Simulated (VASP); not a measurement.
Input of a VASP 6.6.1 run:

INCAR

```
SYSTEM = GaSb
  ALGO = Normal
  EDIFF = 1E-6
  ENCUT = 520
  GGA = PE
  ISIF = 2
  ISMEAR = 0
  LASPH = .True.
  LCHARG = .True.
  LELF = .True.
  LREAL = .False.
  LVHAR = .True.
  LWAVE = .False.
  NBANDS = 16
  NELM = 60
  PREC = Accurate
  SIGMA = 0.15
```

KPOINTS

```
k-points
0
Gamma
  16 16 16
  0 0 0
```

POSCAR

```
GaSb
1.0
   -2.6368500000      2.6368500000      1.7076500000
    2.6368500000     -2.6368500000      1.7076500000
    2.6368500000      2.6368500000     -1.7076500000
Ga Sb
1 1
Direct
    0.2500000000      0.7500000000      0.5000000000
    0.0000000000      0.0000000000      0.0000000000
```

Potentials or basis: VASP PAW PBE potentials, release 64 (Ga_d, Sb).

Command:

```bash
$ cat potpaw_PBE.64/Ga_d/POTCAR potpaw_PBE.64/Sb/POTCAR > POTCAR
$ mpirun -np 1 vasp_std > vasp.out
```

(1) Estimate the band gap on the k mesh.

(2) Predict the pressure.

## Answers

(1) zero (bands 9 and 10 overlap by 4.95 eV).

(2) 2.5 GPa.

Caveat: spin-orbit coupling is left out, which moves the levels of the heavy elements.
